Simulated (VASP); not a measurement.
# SbAsSe4 (I4) in VASP: relaxation of cell and atoms with r2SCAN+rVV10

Aim: the relaxation of cell and atoms of SbAsSe4 with r2SCAN+rVV10.

Everything below comes from runs of VASP 6.6.1. Logs are shortened: lines on timing, memory, paths and dates and some standing lists are left out, and cuts for length are marked.

### 1 The cell of the first run

The structure is tetragonal, space group I4 (No. 79). Conventional cell: a = 6.481 Å, b = 6.481 Å, c = 6.767 Å, α = 90.00°, β = 90.00°, γ = 90.00°. Sb (site symmetry 4) has 8 Se at 2.87 to 3.45 Å and 2 As at 2.97 to 3.80 Å within 3.8 Å. As (site symmetry 4) has 8 Se at 2.62 to 3.49 Å and 1 Sb at 2.97 Å within 3.5 Å. Within 3.3 Å of Se (site symmetry 1) lie 3 Se at 2.50 to 3.26 Å and 1 As at 2.62 Å and 1 Sb at 2.87 Å.

### 2 Relaxation of cell and atoms, r2SCAN+rVV10

The input, POSCAR:

```
SbAsSe4
1.0
   -3.2405651535      3.2405651535      3.3833299418
    3.2405651535     -3.2405651535      3.3833299418
    3.2405651535      3.2405651535     -3.3833299418
Sb As Se
1 1 4
Direct
    0.2025652440      0.2025652440      0.0000000000
    0.6414543809      0.6414543809      0.0000000000
    0.4842311200      0.7172407266      0.5539351640
   -0.0697040440      0.4842311200      0.7669903934
    0.7172407266      0.1633055626      0.2330096066
    0.1633055626     -0.0697040440      0.4460648360
```

The input, INCAR.step1:

```
ALGO = Normal
EDIFF = 1E-4
ENCUT = 600
GGA = PE
ISMEAR = -1
LASPH = T
LCHARG = F
LREAL = F
LWAVE = T
NELM = 60
PREC = Accurate
SIGMA = 0.03
```

The input, INCAR.step2:

```
ALGO = Normal
BPARAM = 11.95
CPARAM = 0.0093
EDIFF = 1E-7
EDIFFG = -0.01
ENCUT = 600
IBRION = 2
ISIF = 3
ISMEAR = -1
ISTART = 1
IVDW_NL = 2
LASPH = T
LCHARG = F
LMIXTAU = T
LREAL = F
LUSE_VDW = T
LWAVE = F
METAGGA = R2SCAN
NELM = 60
NSW = 100
PREC = Accurate
SIGMA = 0.03
```

The input, KPOINTS:

```
k-points
0
Gamma
  6 6 6
```

Potentials or basis: VASP PAW PBE potentials, release 64 (Sb, As, Se).

Started as:

```bash
cat potpaw_PBE.64/Sb/POTCAR potpaw_PBE.64/As/POTCAR potpaw_PBE.64/Se/POTCAR > POTCAR
cp INCAR.step1 INCAR
mpirun -np 1 vasp_std > vasp.out
cp INCAR.step2 INCAR
mpirun -np 1 vasp_std > vasp.out
```

OUTCAR:

```text
BPARAM = 11.95
   EDIFF = 1E-7
   EDIFFG = -0.01
   ENCUT = 600
   IBRION = 2
   ISIF = 3
   ISMEAR = -1
   ISTART = 1
   IVDW_NL = 2
   LASPH = T
   LREAL = F
   METAGGA = R2SCAN
   NELM = 60
   NSW = 100
   PREC = Accurate

 ion  position               nearest neighbor table
   1  0.203  0.203  0.000-   5 2.87   4 2.87   3 2.87   6 2.87   2 2.97
   2  0.641  0.641  0.000-   3 2.62   6 2.62   5 2.62   4 2.62   1 2.97
   3  0.484  0.717  0.554-   6 2.50   2 2.62   1 2.87
   4  0.930  0.484  0.767-   5 2.50   2 2.62   1 2.87
   5  0.717  0.163  0.233-   4 2.50   2 2.62   1 2.87
   6  0.163  0.930  0.446-   3 2.50   2 2.62   1 2.87

  LATTYP: Found a body centered tetragonal cell.
 ALAT       =     6.4811303070
 C/A-ratio  =     1.0440555217

  Lattice vectors:

 A1 = (  -3.2405651535,   3.2405651535,   3.3833299418)
 A2 = (   3.2405651535,  -3.2405651535,   3.3833299418)
 A3 = (   3.2405651535,   3.2405651535,  -3.3833299418)

Analysis of symmetry for initial positions (statically):
=====================================================================
 Subroutine PRICEL returns:
 Original cell was already a primitive cell.

 Routine SETGRP: Setting up the symmetry group for a
 body centered tetragonal supercell.

 Subroutine GETGRP returns: Found  4 space group operations
 (whereof  4 operations were pure point group operations)
 out of a pool of 16 trial point group operations.

The static configuration has the point symmetry     .

Analysis of symmetry for dynamics (positions and initial velocities):
=====================================================================
 Subroutine PRICEL returns:
 Original cell was already a primitive cell.

 Routine SETGRP: Setting up the symmetry group for a
 body centered tetragonal supercell.

 Subroutine GETGRP returns: Found  4 space group operations
 (whereof  4 operations were pure point group operations)
 out of a pool of 16 trial point group operations.

The dynamic configuration has the point symmetry     .

 Subroutine INISYM returns: Found  4 space group operations
 (whereof  4 operations are pure point group operations),
 and found     1 'primitive' translations

----------------------------------------------------------------------------------------

                                     Primitive cell

  volume of cell :     142.1169

  direct lattice vectors                    reciprocal lattice vectors
    -3.240565153  3.240565153  3.383329942     0.000000000  0.154294074  0.147783399
     3.240565153 -3.240565153  3.383329942     0.154294074  0.000000000  0.147783399
     3.240565153  3.240565153 -3.383329942     0.154294074  0.154294074  0.000000000

  length of vectors
     5.696441567  5.696441567  5.696441567     0.213650636  0.213650636  0.218204772

  position of ions in fractional coordinates (direct lattice)
     0.202565244  0.202565244  0.000000000
     0.641454381  0.641454381  0.000000000
     0.484231120  0.717240727  0.553935164
     0.930295956  0.484231120  0.766990393
     0.717240727  0.163305563  0.233009607
     0.163305563  0.930295956  0.446064836

  ion indices of the primitive-cell ions
   primitive index   ion index
                 1           1
                 2           2
                 3           3
                 4           4
                 5           5
                 6           6

----------------------------------------------------------------------------------------

 KPOINTS: k-points

Automatic generation of k-mesh.
 Grid dimensions read from file:
 generate k-points for:    6    6    6

 Generating k-lattice:

  Cartesian coordinates                     Fractional coordinates (reciprocal lattice)
     0.000000000  0.025715679  0.024630567     0.166666667  0.000000000  0.000000000
     0.025715679  0.000000000  0.024630567     0.000000000  0.166666667  0.000000000
     0.025715679  0.025715679  0.000000000     0.000000000  0.000000000  0.166666667

  Length of vectors
     0.035608439  0.035608439  0.036367462

  Shift w.r.t. Gamma in fractional coordinates (k-lattice)
     0.000000000  0.000000000  0.000000000

 Subroutine IBZKPT returns following result:
 ===========================================

 Found     36 irreducible k-points:

 Following reciprocal coordinates:
            Coordinates               Weight
  0.000000  0.000000  0.000000      1.000000
  0.166667  0.000000  0.000000      8.000000
  0.333333  0.000000  0.000000      8.000000
  0.500000  0.000000  0.000000      4.000000
  0.166667  0.166667  0.000000      8.000000
  0.333333  0.166667  0.000000      8.000000
[... 16 lines left out ...]
 -0.333333  0.333333 -0.166667      4.000000
 -0.166667  0.333333  0.166667      8.000000
 [... further k-points ...]
   k-points           NKPTS =     36   k-points in BZ     NKDIM =     36   number of bands    NBANDS=     21
   number of dos      NEDOS =    301   number of ions     NIONS =      6
   total plane-waves  NPLWV = 110592
   dimension x,y,z NGX =    48 NGY =   48 NGZ =   48
   dimension x,y,z NGXF=    96 NGYF=   96 NGZF=   96
   ions per type =               1   1   4
   NGX,Y,Z   is equivalent  to a cutoff of  14.01, 14.01, 14.01 a.u.
   NGXF,Y,Z  is equivalent  to a cutoff of  28.02, 28.02, 28.02 a.u.
 SYSTEM =  unknown system
   PREC   = accura    normal or accurate (medium, high low for compatibility)
   ISTART =      1    job   : 0-new  1-cont  2-samecut
   ICHARG =      0    charge: 1-file 2-atom 10-const
   ISPIN  =      1    spin polarized calculation?
   LNONCOLLINEAR =      F non collinear calculations
   LSORBIT =      F    spin-orbit coupling
   LASPH  =      T    aspherical Exc in radial PAW
   ENCUT  =  600.0 eV  44.10 Ry    6.64 a.u.  11.38 11.38 11.38*2*pi/ulx,y,z
   NELM   =     60;   NELMIN=  2; NELMDL=  0     # of ELM steps
   EDIFF  = 0.1E-06   stopping-criterion for ELM
   LREAL  =      F    real-space projection
   EDIFFG = -.1E-01   stopping-criterion for IOM
   NSW    =    100    number of steps for IOM
   IBRION =      2    ionic relax: 0-MD 1-quasi-New 2-CG
   NFREE  =      1    steps in history (QN), initial steepest desc. (CG)
   ISIF   =      3    stress and relaxation
   ISYM   =      2    0-nonsym 1-usesym 2-fastsym
   POTIM  = 0.5000    time-step for ionic-motion
   TEBEG  =    0.0;   TEEND  =   0.0 temperature during run
   PSTRESS=    0.0 pullay stress
   NELECT =      34.0000    total number of electrons
   NUPDOWN=      -1.0000    fix difference up-down
   EMIN   =  10.00;   EMAX   =-10.00  energy-range for DOS
   EFERMI =   0.00;   METHOD = LEGACY
   ISMEAR =    -1;   SIGMA  =   0.03  broadening in eV -4-tet -1-fermi 0-gaus
   EFERMI_NEDOS =   21; number of points for ismear=-14 and -15
   IALGO  =     38    algorithm
   IMIX   =      4    mixing-type and parameters
     AMIX     =   0.40;   BMIX     =  1.00
     AMIX_MAG =   1.60;   BMIX_MAG =  1.00
  volume/ion in A,a.u.               =      23.69       159.84
  Fermi-wavevector in a.u.,A,eV,Ry     =   1.016294  1.920516 14.052813  1.032853
  Thomas-Fermi vector in A             =   2.149629
   LORBIT       =      0    0 simple, 1 ext, 2 COOP (PROOUT), +10 PAW based schemes
   METAGGA = R2SCAN    functional components
   LHFCALC =     F    Hartree Fock is set to
   AEXX    =    0.0000 exact exchange contribution
   IVDW_NL    =     2    kernel type
   BPARAM     =11.9500
   IVDW    =     0    specifies the selected vdW correction
   LEPSILON=     F    determine dielectric tensor
   LRPA    =     F    only Hartree local field effects (RPA)
 conjugate gradient relaxation of ions
 non-spin polarized calculation
  energy-cutoff  :      600.00
  volume of cell :      142.12
 maximum number of plane-waves:      4798
 NGX is ok and might be reduce to    48
   NGX = 23   NGY = 23   NGZ = 23

--------------------------------------- Ionic step        1  -------------------------------------------

 number of electron      34.0000000 magnetization

 Free energy of the ion-electron system (eV)
  ---------------------------------------------------
  ext. energy  EPLUGINS =         0.00000000
  ---------------------------------------------------
  free energy    TOTEN  =       -96.10172930 eV

  energy without entropy =      -96.09747160  energy(sigma->0) =      -96.09960045

 E-fermi :   5.3519     XC(G=0): -10.3156

 val. band max:        5.2637525110   @ k =  -0.1667  -0.3333   0.0000
 cond. band min:       5.3523487783   @ k =   0.3333   0.3333   0.1667
 fundamental gap:      0.0885962673
 Fermi energy:         5.3518571464

 k-point     1 :       0.0000    0.0000    0.0000
  band No.  band energies     occupation
      1     -11.2156      2.00000
      2      -9.0420      2.00000
      3      -7.6481      2.00000
      4      -7.6481      2.00000
      5      -5.9792      2.00000
      6      -4.3352      2.00000
[... 550 lines left out ...]
      5      -5.7744      2.00000
      6      -4.4146      2.00000
[... 13 lines left out ...]
     20       7.2412      0.00000
     21       7.4390      0.00000

 [... further k-points ...]

------------------------ aborting loop because EDIFF is reached ----------------------------------------

  FORCE on cell =-STRESS in cart. coord.  units (eV):
  Direction    XX          YY          ZZ          XY          YZ          ZX
  --------------------------------------------------------------------------------------
  -------------------------------------------------------------------------------------
  Total        1.5745844      1.5745844      1.1599354      0.0000000      0.0000000      0.0000000
  in kB       17.7513203     17.7513203     13.0767114      0.0000000      0.0000000      0.0000000
  external PRESSURE =      16.1931173 kB  Pullay stress =       0.0000000 kB
[... 101 lines left out ...]
  FREE ENERGIE OF THE ION-ELECTRON SYSTEM (eV)
  ---------------------------------------------------
  free  energy   TOTEN  =       -96.1248919442 eV

  energy  without entropy=      -96.1209099953  energy(sigma->0) =      -96.12290097

 E-fermi :   4.7746     XC(G=0): -10.0288

 val. band max:        4.7688986451   @ k =   0.5000   0.1667   0.0000
 cond. band min:       4.7747120550   @ k =  -0.1667   0.5000   0.1667
 fundamental gap:      0.0058134100
 Fermi energy:         4.7745697290

 k-point     1 :       0.0000    0.0000    0.0000
  band No.  band energies     occupation
      1     -11.6075      2.00000
      2      -9.8839      2.00000
      3      -8.0388      2.00000
      4      -8.0388      2.00000
      5      -6.5519      2.00000
      6      -4.9248      2.00000
[... 550 lines left out ...]
      5      -6.2323      2.00000
      6      -4.8836      2.00000
[... 13 lines left out ...]
     20       6.6535      0.00000
     21       6.8241      0.00000

 [... further k-points ...]

[... ionic steps 4 to 22 ...]

--------------------------------------- Ionic step       23  -------------------------------------------

 number of electron      33.9999999 magnetization

------------------------ aborting loop because EDIFF is reached ----------------------------------------

  FORCE on cell =-STRESS in cart. coord.  units (eV):
  Direction    XX          YY          ZZ          XY          YZ          ZX
  --------------------------------------------------------------------------------------
  -------------------------------------------------------------------------------------
  Total        0.0088598      0.0088598     -0.0155777      0.0000009      0.0000000      0.0000000
  in kB        0.0930854      0.0930854     -0.1636673      0.0000096      0.0000000      0.0000000
  external PRESSURE =       0.0075011 kB  Pullay stress =       0.0000000 kB
[... 65 lines left out ...]
  energy  without entropy=      -96.2075613118  energy(sigma->0) =      -96.21096498

--------------------------------------- Ionic step       25  -------------------------------------------

 number of electron      33.9999999 magnetization

 Free energy of the ion-electron system (eV)
  ---------------------------------------------------
  ext. energy  EPLUGINS =         0.00000000
  ---------------------------------------------------
  free energy    TOTEN  =       -96.21438266 eV

  energy without entropy =      -96.20759969  energy(sigma->0) =      -96.21099118

 E-fermi :   4.5795     XC(G=0):  -9.9334

 val. band max:        4.5675098548   @ k =   0.5000   0.1667   0.0000
 cond. band min:       4.5960397729   @ k =  -0.1667  -0.3333   0.0000
 fundamental gap:      0.0285299180
 Fermi energy:         4.5795213867

 k-point     1 :       0.0000    0.0000    0.0000
  band No.  band energies     occupation
      1     -11.7245      2.00000
      2     -10.0257      2.00000
      3      -8.1928      2.00000
      4      -8.1928      2.00000
      5      -6.8880      2.00000
      6      -5.1999      2.00000
[... 550 lines left out ...]
      5      -6.5687      2.00000
      6      -4.9739      2.00000
[... 13 lines left out ...]
     20       6.4360      0.00000
     21       6.7234      0.00000

 [... further k-points ...]

------------------------ aborting loop because EDIFF is reached ----------------------------------------

  FORCE on cell =-STRESS in cart. coord.  units (eV):
  Direction    XX          YY          ZZ          XY          YZ          ZX
  --------------------------------------------------------------------------------------
  -------------------------------------------------------------------------------------
  Total        0.0083857      0.0083857     -0.0021762      0.0000009      0.0000000      0.0000000
  in kB        0.0880982      0.0880982     -0.0228630      0.0000094      0.0000000      0.0000000
  external PRESSURE =       0.0511111 kB  Pullay stress =       0.0000000 kB
[... 21 lines left out ...]
  FREE ENERGIE OF THE ION-ELECTRON SYSTEM (eV)
  ---------------------------------------------------
  free  energy   TOTEN  =       -96.2143826620 eV

  energy  without entropy=      -96.2075996934  energy(sigma->0) =      -96.21099118

 reached required accuracy - stopping structural energy minimisation
```

Wall time 1.7 h (1 thread of Intel Xeon 6975P-C (Granite Rapids), shared host); peak memory 0.85 GiB.

Results:

- Free energy: -96.2144 eV
- Relaxed volume: 25.42 Å³/atom
- Relaxed cell: a = 5.832 Å, b = 5.832 Å, c = 5.832 Å, α = 110.63°, β = 110.63°, γ = 107.18°
- Space group after relaxing (to 0.1 Å): I4 (No. 79)
- Energy gained by relaxing: 18.8 meV/atom
- Ionic steps: 25
- Pressure after relaxing: 0.0 GPa
- Largest force after relaxing: 0.007 eV/Å
- Band gap on the k mesh: zero (bands 17 and 18 overlap by 0.49 eV)

Forces in eV/Å, atoms in the order of the input:
```
Sb   0.000  0.000  0.007
As   0.000  0.000  0.000
Se  -0.001  0.000 -0.002
Se   0.000  0.001 -0.002
Se   0.000 -0.001 -0.002
Se   0.001  0.000 -0.002
```

Step by step:
```csv
step,energy change (eV),largest force (eV/Å),pressure (GPa),volume (Å³)
1,0.0000,0.2281,1.62,142.12
2,-0.0219,0.3444,-0.70,147.10
3,-0.0232,0.3220,-0.29,146.14
4,-0.0409,0.3162,-0.23,146.96
5,-0.0697,0.3288,0.07,149.45
6,-0.0704,0.3156,0.17,150.03
7,-0.0824,0.2691,-0.21,151.40
8,-0.0886,0.2276,-0.65,153.18
9,-0.1004,0.1298,0.07,151.54
10,-0.1021,0.1402,0.47,150.69
11,-0.1070,0.0952,0.07,151.19
12,-0.1072,0.0902,0.13,151.11
13,-0.1101,0.0527,-0.03,151.69
14,-0.1112,0.0681,-0.20,152.36
15,-0.1114,0.0835,0.26,151.69
16,-0.1119,0.0639,0.05,151.99
17,-0.1123,0.0334,0.06,152.05
18,-0.1125,0.0077,0.07,152.10
19,-0.1125,0.0104,0.07,152.11
20,-0.1126,0.0147,-0.06,152.51
21,-0.1126,0.0134,-0.03,152.40
22,-0.1126,0.0121,0.01,152.51
23,-0.1126,0.0116,0.00,152.49
24,-0.1126,0.0114,0.00,152.49
25,-0.1127,0.0075,0.01,152.50
```

Final structure:
```xyz
6
Lattice="-3.3188 3.3188 3.4615 3.3188 -3.3188 3.4615 3.3188 3.3188 -3.4615" Properties=species:S:1:pos:R:3 pbc="T T T"
Sb    3.3188    3.3188   -1.7897
As    0.0000    0.0000    4.4988
Se    2.6545    1.0164    2.1596
Se    1.0164    3.9831    2.1596
Se   -1.0164    2.6545    2.1596
Se    3.9831   -1.0164    2.1596
```

Caveat: semilocal functionals underestimate gaps, and a narrow one can read as zero; the PAW data sets were made with another functional, which shifts forces and pressure a little; spin-orbit coupling is left out, which moves the levels of the heavy elements.

The gap in the log of VASP goes by the Fermi energy; the results here count the filled bands.